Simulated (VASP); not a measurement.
# Se (R-3m) in VASP: notebook

Se is run at these levels: LDA; tasks: single point.

Everything below comes from runs of VASP 6.6.1. Logs are shortened: lines on timing, memory, paths and dates and some standing lists are left out, and cuts for length are marked.

## 1. The cell of the first run

The structure is trigonal, space group R-3m (No. 166). The conventional cell has a = 3.963 Å, b = 3.963 Å, c = 3.081 Å, α = 90.00°, β = 90.00°, γ = 120.00°. Se (site symmetry -3m) has 14 Se at 2.51 to 3.08 Å within 3.3 Å.

## 2. Single point, LDA

Input file INCAR:

```
ALGO = Normal
EDIFF = 1E-6
ENCUT = 520
GGA = CA
ISIF = 2
ISMEAR = -1
LASPH = True
LCHARG = True
LELF = True
LREAL = False
LVHAR = True
LWAVE = False
NBANDS = 9
NELM = 60
PREC = Accurate
SIGMA = 0.05
```

Input file KPOINTS:

```
k-points
0
Gamma
  19 19 19
```

Input file POSCAR:

```
Se
1.0
    2.5057462682      0.0597459081      0.0935559897
   -0.6848540356      2.4110804392      0.0935559897
   -0.6848540356     -0.9293001337      2.2267606223
Se
1
Direct
    0.0000000000      0.0000000000      0.0000000000
```

Potentials or basis: VASP PAW LDA potentials, release 64 (Se).

The run is started by

```bash
$ cat potpaw_LDA.64/Se/POTCAR > POTCAR
$ mpirun -np 1 vasp_std > vasp.out
```

OUTCAR:

```text
EDIFF = 1E-6
   ENCUT = 520
   GGA = CA
   ISIF = 2
   ISMEAR = -1
   LASPH = True
   LREAL = False
   NELM = 60
   PREC = Accurate

 ion  position               nearest neighbor table
   1  0.000  0.000  0.000-

  LATTYP: Found a trigonal (rhomboedric) cell.
 ALAT       =     2.5082038708
 COS(alpha) =    -0.2484889520

  Lattice vectors:

 A1 = (   2.5057462682,   0.0597459081,   0.0935559897)
 A2 = (  -0.6848540356,   2.4110804392,   0.0935559897)
 A3 = (  -0.6848540356,  -0.9293001337,   2.2267606223)

Analysis of symmetry for initial positions (statically):
=====================================================================
 Subroutine PRICEL returns:
 Original cell was already a primitive cell.

 Routine SETGRP: Setting up the symmetry group for a
 trigonal (rhombohedral) supercell.

 Subroutine GETGRP returns: Found 12 space group operations
 (whereof 12 operations were pure point group operations)
 out of a pool of 12 trial point group operations.

The static configuration has the point symmetry D_3d.

Analysis of symmetry for dynamics (positions and initial velocities):
=====================================================================
 Subroutine PRICEL returns:
 Original cell was already a primitive cell.

 Routine SETGRP: Setting up the symmetry group for a
 trigonal (rhombohedral) supercell.

 Subroutine GETGRP returns: Found 12 space group operations
 (whereof 12 operations were pure point group operations)
 out of a pool of 12 trial point group operations.

The dynamic configuration has the point symmetry D_3d.

 Subroutine INISYM returns: Found 12 space group operations
 (whereof 12 operations are pure point group operations),
 and found     1 'primitive' translations

----------------------------------------------------------------------------------------

                                     Primitive cell

  volume of cell :      13.9723

  direct lattice vectors                    reciprocal lattice vectors
     2.505746268  0.059745908  0.093555990     0.390476530  0.104559573  0.163729612
    -0.684854036  2.411080439  0.093555990    -0.015744152  0.403926660  0.163729612
    -0.684854036 -0.929300134  2.226760622    -0.015744152 -0.021363739  0.435324847

  length of vectors
     2.508203871  2.508203871  2.508203871     0.436133019  0.436133019  0.436133019

  position of ions in fractional coordinates (direct lattice)
     0.000000000  0.000000000  0.000000000

  ion indices of the primitive-cell ions
   primitive index   ion index
                 1           1

----------------------------------------------------------------------------------------

 KPOINTS: k-points

Automatic generation of k-mesh.
 Grid dimensions read from file:
 generate k-points for:   19   19   19

 Generating k-lattice:

  Cartesian coordinates                     Fractional coordinates (reciprocal lattice)
     0.020551396  0.005503135  0.008617348     0.052631579 -0.000000000  0.000000000
    -0.000828640  0.021259298  0.008617348    -0.000000000  0.052631579  0.000000000
    -0.000828640 -0.001124407  0.022911834    -0.000000000  0.000000000  0.052631579

  Length of vectors
     0.022954369  0.022954369  0.022954369

  Shift w.r.t. Gamma in fractional coordinates (k-lattice)
     0.000000000  0.000000000  0.000000000

 Subroutine IBZKPT returns following result:
 ===========================================

 Found    670 irreducible k-points:

 Following reciprocal coordinates:
            Coordinates               Weight
  0.000000  0.000000  0.000000      1.000000
  0.052632  0.000000  0.000000      6.000000
  0.105263  0.000000  0.000000      6.000000
  0.157895  0.000000  0.000000      6.000000
  0.210526  0.000000 -0.000000      6.000000
  0.263158  0.000000 -0.000000      6.000000
[... 16 lines left out ...]
 -0.315789  0.052632  0.000000     12.000000
 -0.263158  0.052632  0.000000     12.000000
 [... further k-points ...]
   k-points           NKPTS =    670   k-points in BZ     NKDIM =    670   number of bands    NBANDS=      9
   number of dos      NEDOS =    301   number of ions     NIONS =      1
   total plane-waves  NPLWV =   8000
   dimension x,y,z NGX =    20 NGY =   20 NGZ =   20
   dimension x,y,z NGXF=    40 NGYF=   40 NGZF=   40
   ions per type =               1
   NGX,Y,Z   is equivalent  to a cutoff of  13.26, 13.26, 13.26 a.u.
   NGXF,Y,Z  is equivalent  to a cutoff of  26.51, 26.51, 26.51 a.u.
 SYSTEM =  unknown system
   PREC   = accura    normal or accurate (medium, high low for compatibility)
   ISTART =      0    job   : 0-new  1-cont  2-samecut
   ICHARG =      2    charge: 1-file 2-atom 10-const
   ISPIN  =      1    spin polarized calculation?
   LNONCOLLINEAR =      F non collinear calculations
   LSORBIT =      F    spin-orbit coupling
   LASPH  =      T    aspherical Exc in radial PAW
   ENCUT  =  520.0 eV  38.22 Ry    6.18 a.u.   4.66  4.66  4.66*2*pi/ulx,y,z
   NELM   =     60;   NELMIN=  2; NELMDL= -5     # of ELM steps
   EDIFF  = 0.1E-05   stopping-criterion for ELM
   LREAL  =      F    real-space projection
   EDIFFG = 0.1E-04   stopping-criterion for IOM
   NSW    =      0    number of steps for IOM
   IBRION =     -1    ionic relax: 0-MD 1-quasi-New 2-CG
   NFREE  =      0    steps in history (QN), initial steepest desc. (CG)
   ISIF   =      2    stress and relaxation
   ISYM   =      2    0-nonsym 1-usesym 2-fastsym
   POTIM  = 0.5000    time-step for ionic-motion
   TEBEG  =    0.0;   TEEND  =   0.0 temperature during run
   PSTRESS=    0.0 pullay stress
   NELECT =       6.0000    total number of electrons
   NUPDOWN=      -1.0000    fix difference up-down
   EMIN   =  10.00;   EMAX   =-10.00  energy-range for DOS
   EFERMI =   0.00;   METHOD = LEGACY
   ISMEAR =    -1;   SIGMA  =   0.05  broadening in eV -4-tet -1-fermi 0-gaus
   EFERMI_NEDOS =   21; number of points for ismear=-14 and -15
   IALGO  =     38    algorithm
   IMIX   =      4    mixing-type and parameters
     AMIX     =   0.40;   BMIX     =  1.00
     AMIX_MAG =   1.60;   BMIX_MAG =  1.00
  volume/ion in A,a.u.               =      13.97        94.29
  Fermi-wavevector in a.u.,A,eV,Ry     =   1.235103  2.334005 20.755391  1.525478
  Thomas-Fermi vector in A             =   2.369766
   LORBIT       =      0    0 simple, 1 ext, 2 COOP (PROOUT), +10 PAW based schemes
   GGA     = CA    functional components
   LHFCALC =     F    Hartree Fock is set to
   AEXX    =    0.0000 exact exchange contribution
   IVDW    =     0    specifies the selected vdW correction
   LEPSILON=     F    determine dielectric tensor
   LRPA    =     F    only Hartree local field effects (RPA)
 non-spin polarized calculation
  energy-cutoff  :      520.00
  volume of cell :       13.97
 maximum number of plane-waves:       389
   NGX =  9   NGY =  9   NGZ =  9

 number of electron       6.0000001 magnetization

 Free energy of the ion-electron system (eV)
  ---------------------------------------------------
  ext. energy  EPLUGINS =         0.00000000
  ---------------------------------------------------
  free energy    TOTEN  =        -3.13427502 eV

  energy without entropy =       -3.13018231  energy(sigma->0) =       -3.13222867

 E-fermi :  11.1986     XC(G=0): -12.4552

 val. band max:       11.1979921494   @ k =   0.2105   0.1053  -0.0000
 cond. band min:      11.2095148180   @ k =   0.4737   0.4211   0.2105
 fundamental gap:      0.0115226687
 Fermi energy:        11.1986334883

 k-point     1 :       0.0000    0.0000    0.0000
  band No.  band energies     occupation
      1      -9.3406      2.00000
      2      14.1796      0.00000
      3      16.5309      0.00000
      4      16.5309      0.00000
      5      21.5447      0.00000
      6      21.5447      0.00000
      7      24.2892      0.00000
      8      30.6831      0.00000
      9      30.6835      0.00000

 k-point     2 :       0.0526    0.0000    0.0000
  band No.  band energies     occupation
      1      -9.2669      2.00000
      2      13.8311      0.00000
      3      15.8802      0.00000
      4      16.4724      0.00000
      5      21.6210      0.00000
      6      22.2606      0.00000
      7      24.5897      0.00000
      8      29.6868      0.00000
      9      30.0153      0.00000

 k-point     3 :       0.1053    0.0000    0.0000
  band No.  band energies     occupation
      1      -9.0462      2.00000
      2      12.5294      0.00000
      3      15.0892      0.00000
      4      16.3207      0.00000
      5      21.7884      0.00000
      6      23.3844      0.00000
      7      25.2702      0.00000
      8      29.0187      0.00000
      9      29.0835      0.00000

 k-point     4 :       0.1579    0.0000    0.0000
  band No.  band energies     occupation
      1      -8.6804      2.00000
      2      10.5795      1.99999
      3      14.6574      0.00000
      4      16.1271      0.00000
      5      21.8874      0.00000
      6      24.0178      0.00000
      7      25.6432      0.00000
      8      28.3696      0.00000
      9      29.8901      0.00000

 k-point     5 :       0.2105    0.0000   -0.0000
  band No.  band energies     occupation
      1      -8.1734      2.00000
      2       8.4987      2.00000
      3      14.3433      0.00000
      4      15.9392      0.00000
      5      21.7550      0.00000
      6      23.6630      0.00000
      7      26.4297      0.00000
      8      28.2737      0.00000
      9      31.2849      0.00000

 k-point     6 :       0.2632    0.0000   -0.0000
  band No.  band energies     occupation
      1      -7.5332      2.00000
      2       6.4690      2.00000
      3      14.0848      0.00000
      4      15.7879      0.00000
      5      21.3720      0.00000
      6      22.9019      0.00000
      7      27.6863      0.00000
      8      28.7369      0.00000
      9      32.3595      0.00000
[... 169 lines left out ...]
 k-point    21 :      -0.4211    0.0526    0.0000
  band No.  band energies     occupation
      1      -5.2821      2.00000
      2       1.8771      2.00000
      3      13.6022      0.00000
      4      15.5570      0.00000
      5      20.2583      0.00000
      6      21.3620      0.00000
      7      29.8393      0.00000
      8      31.3355      0.00000
      9      33.8549      0.00000

 k-point    22 :      -0.3684    0.0526   -0.0000
  band No.  band energies     occupation
      1      -6.1345      2.00000
      2       3.3987      2.00000
      3      13.9236      0.00000
      4      15.8059      0.00000
      5      20.4869      0.00000
      6      21.5741      0.00000
      7      28.3322      0.00000
      8      29.8997      0.00000
      9      32.8792      0.00000

 k-point    23 :      -0.3158    0.0526    0.0000
  band No.  band energies     occupation
      1      -6.9553      2.00000
      2       5.1697      2.00000
      3      14.2468      0.00000
      4      16.0510      0.00000
      5      20.8414      0.00000
      6      22.0022      0.00000
      7      26.9588      0.00000
      8      28.6110      0.00000
      9      31.9272      0.00000

 k-point    24 :      -0.2632    0.0526    0.0000
  band No.  band energies     occupation
      1      -7.6792      2.00000
      2       7.1082      2.00000
      3      14.5536      0.00000
      4      16.2649      0.00000
      5      21.2629      0.00000
      6      22.6019      0.00000
      7      25.7739      0.00000
      8      27.6228      0.00000
      9      31.0444      0.00000

 [... further k-points ...]

------------------------ aborting loop because EDIFF is reached ----------------------------------------

  FORCE on cell =-STRESS in cart. coord.  units (eV):
  Direction    XX          YY          ZZ          XY          YZ          ZX
  --------------------------------------------------------------------------------------
  -------------------------------------------------------------------------------------
  Total        5.3324246      5.3273275      5.3111286     -0.0082215     -0.0174691     -0.0128740
  in kB      611.4607318    610.8762541    609.0187520     -0.9427443     -2.0031585     -1.4762412
  external PRESSURE =     610.4519126 kB  Pullay stress =       0.0000000 kB

 VOLUME and BASIS-vectors are now :
 -----------------------------------------------------------------------------
  energy-cutoff  :      520.00
  volume of cell :       13.97
      direct lattice vectors                 reciprocal lattice vectors
     2.505746268  0.059745908  0.093555990     0.390476530  0.104559573  0.163729612
    -0.684854036  2.411080439  0.093555990    -0.015744152  0.403926660  0.163729612
    -0.684854036 -0.929300134  2.226760622    -0.015744152 -0.021363739  0.435324847

 POSITION                                       TOTAL-FORCE (eV/Angst)
 -----------------------------------------------------------------------------------
      0.00000      0.00000      0.00000         0.000000     -0.000000      0.000000
 -----------------------------------------------------------------------------------
    total drift:                               -0.000000     -0.000000      0.000000

  FREE ENERGIE OF THE ION-ELECTRON SYSTEM (eV)
  ---------------------------------------------------
  free  energy   TOTEN  =        -3.1342750186 eV

  energy  without entropy=       -3.1301823137  energy(sigma->0) =       -3.13222867
```

It took 19 s on 1 thread of Intel Xeon 6975P-C (Granite Rapids), shared host; peak memory 0.18 GiB.

Results:

* Free energy: -3.1343 eV
* Pressure: 61.0 GPa
* Band gap on the k mesh: zero (band 3 reaches 16.53 eV, above the bottom of band 4 at 5.77 eV)

## 3. Single point, LDA

This run uses another cell than the first one, of 15.13 Å³/atom, 1.083 times its volume.

Input file INCAR:

```
PREC = Accurate
ENCUT = 520
EDIFF = 1E-6
ISMEAR = -1
SIGMA = 0.05
LREAL = F
LASPH = T
NELM = 60
ALGO = Normal
ISIF = 2
LWAVE = F
LCHARG = T
LELF = T
LVHAR = T
NBANDS = 9
```

Input file KPOINTS:

```
regular mesh
0
Gamma
  19 19 19
```

Input file POSCAR:

```
Se
1.0
    2.5574879885      0.0789154986      0.1235736105
   -0.6818640896      2.4661779803      0.1235736105
   -0.6818640896     -0.9252429812      2.2893732098
Se
1
Direct
    0.0000000000      0.0000000000      0.0000000000
```

Potentials or basis: VASP PAW LDA potentials, release 64 (Se).

The run is started by

```bash
$ cat potpaw_LDA.64/Se/POTCAR > POTCAR
$ mpirun -np 1 vasp_std > vasp.out
```

It took 19 s on 1 thread of Intel Xeon 6975P-C (Granite Rapids), shared host; peak memory 0.19 GiB.

Results (log left out):

- Free energy: -3.4980 eV
- Pressure: 40.8 GPa
- Band gap on the k mesh: zero (band 3 reaches 14.51 eV, above the bottom of band 4 at 5.04 eV)

Stress tensor (GPa, compression positive):
```
40.83 -0.07 -0.11
-0.07 40.79 -0.15
-0.11 -0.15 40.65
```

Levels at points of the mesh, in eV from the Fermi level:
```tsv
k point	band 1	band 2	band 3	band 4	band 5	band 6	band 7	band 8
(0.00, 0.00, 0.00)	-19.55	2.44	4.63	4.63	9.89	9.89	12.16	19.57
```

## 4. Single point, LDA

This run uses another cell than the first one, of 17.00 Å³/atom, 1.217 times its volume.

Input file INCAR:

```
SYSTEM = Se
PREC = Accurate ; ENCUT = 520
EDIFF = 1E-6 ; ISMEAR = -1
SIGMA = 0.05 ; LREAL = .False.
LASPH = .True. ; NELM = 60
ALGO = Normal ; ISIF = 2
LWAVE = .False. ; LCHARG = .False.
NBANDS = 9
```

Input file KPOINTS:

```
Automatic mesh
0
Gamma
  19 19 19
  0 0 0
```

Input file POSCAR:

```
Se
1.0
    2.6242020989      0.1228784560      0.1924151115
   -0.6596256360      2.5429175746      0.1924151115
   -0.6596256360     -0.8950669191      2.3879507065
Se
1
Direct
    0.0000000000      0.0000000000      0.0000000000
```

Potentials or basis: VASP PAW LDA potentials, release 64 (Se).

The run is started by

```bash
$ cat potpaw_LDA.64/Se/POTCAR > POTCAR
$ mpirun -np 1 vasp_std > vasp.out
```

OUTCAR:

```text
SYSTEM = Se
   PREC = Accurate
   ENCUT = 520
   EDIFF = 1E-6
   ISMEAR = -1
   LREAL = .False.
   LASPH = .True.
   NELM = 60
   ISIF = 2

 ion  position               nearest neighbor table
   1  0.000  0.000  0.000-

  LATTYP: Found a trigonal (rhomboedric) cell.
 ALAT       =     2.6341145279
 COS(alpha) =    -0.1991043888

  Lattice vectors:

 A1 = (   2.6242020989,   0.1228784560,   0.1924151115)
 A2 = (  -0.6596256360,   2.5429175746,   0.1924151115)
 A3 = (  -0.6596256360,  -0.8950669191,   2.3879507065)

[... 465 lines left out ...]

 [... further k-points ...]

------------------------ aborting loop because EDIFF is reached ----------------------------------------

  FORCE on cell =-STRESS in cart. coord.  units (eV):
  Direction    XX          YY          ZZ          XY          YZ          ZX
  --------------------------------------------------------------------------------------
  -------------------------------------------------------------------------------------
  Total        2.1791029      2.1757623      2.1651456     -0.0053883     -0.0114491     -0.0084375
  in kB      205.3546015    205.0397885    204.0392960     -0.5077834     -1.0789464     -0.7951369
  external PRESSURE =     204.8112287 kB  Pullay stress =       0.0000000 kB

 VOLUME and BASIS-vectors are now :
 -----------------------------------------------------------------------------
  energy-cutoff  :      520.00
  volume of cell :       17.00
      direct lattice vectors                 reciprocal lattice vectors
     2.624202099  0.122878456  0.192415112     0.367299036  0.085183235  0.133388246
    -0.659625636  2.542917575  0.192415112    -0.027389095  0.376051330  0.133388246
    -0.659625636 -0.895066919  2.387950706    -0.027389095 -0.037165131  0.397272929

 POSITION                                       TOTAL-FORCE (eV/Angst)
 -----------------------------------------------------------------------------------
      0.00000      0.00000      0.00000        -0.000000      0.000000      0.000000
 -----------------------------------------------------------------------------------
    total drift:                                0.000000     -0.000000      0.000000

  FREE ENERGIE OF THE ION-ELECTRON SYSTEM (eV)
  ---------------------------------------------------
  free  energy   TOTEN  =        -3.8416138238 eV

  energy  without entropy=       -3.8382727331  energy(sigma->0) =       -3.83994328
```

OSZICAR:

```text
N       E                     dE             d eps       ncg     rms          rms(c)
DAV:   1     0.863995769478E+01    0.86400E+01   -0.30354E+03 12228   0.579E+02
DAV:   2    -0.359668943932E+01   -0.12237E+02   -0.11798E+02 16462   0.795E+01
DAV:   3    -0.384800435619E+01   -0.25131E+00   -0.24859E+00 14388   0.101E+01
DAV:   4    -0.384842015451E+01   -0.41580E-03   -0.41578E-03 16904   0.447E-01
DAV:   5    -0.384842038723E+01   -0.23272E-06   -0.23299E-06 14113   0.875E-03    0.581E+00
DAV:   6    -0.384384954084E+01    0.45708E-02   -0.12058E-03 14604   0.202E-01    0.349E+00
DAV:   7    -0.384163428083E+01    0.22153E-02   -0.21943E-03 14064   0.285E-01    0.377E-02
DAV:   8    -0.384161374892E+01    0.20532E-04   -0.71060E-05 13430   0.537E-02    0.945E-03
DAV:   9    -0.384161382376E+01   -0.74845E-07   -0.26320E-06 14996   0.987E-03
   1 F= -.38416138E+01 E0= -.38399433E+01  d E =-.334109E-02
```

It took 20 s on 1 thread of Intel Xeon 6975P-C (Granite Rapids), shared host; peak memory 0.19 GiB.

Results:

```
Free energy            : -3.8416 eV
Pressure               : 20.5 GPa
Band gap on the k mesh : zero (band 3 reaches 11.76 eV, above the bottom of band 4 at 4.14 eV)
```

Stress tensor (GPa, compression positive):
```
20.54 -0.05 -0.08
-0.05 20.50 -0.11
-0.08 -0.11 20.40
```

Levels at points of the mesh, in eV from the Fermi level:
```tsv
k point	band 1	band 2	band 3	band 4	band 5	band 6	band 7
(0.00, 0.00, 0.00)	-18.38	1.70	3.53	3.53	9.04	9.04	10.59
```

## 5. Summary

| cell | gap on the mesh (eV) | pressure (GPa) |
| --- | --- | --- |
| a = 2.508 Å, angles 104.4°, 1 atom | none | 61.0 |
| a = 2.562 Å, angles 103.5°, 1 atom | none | 40.8 |
| a = 2.634 Å, angles 101.5°, 1 atom | none | 20.5 |

Alike in all rows: task single point; level LDA; potentials or basis VASP PAW LDA potentials, release 64 (Se); no spin polarisation; k mesh 19 × 19 × 19; cutoff (eV) 520; smearing fermi-dirac 0.05 eV.

Total energies depend on the potentials used, so only differences within one code and one set of settings carry meaning.
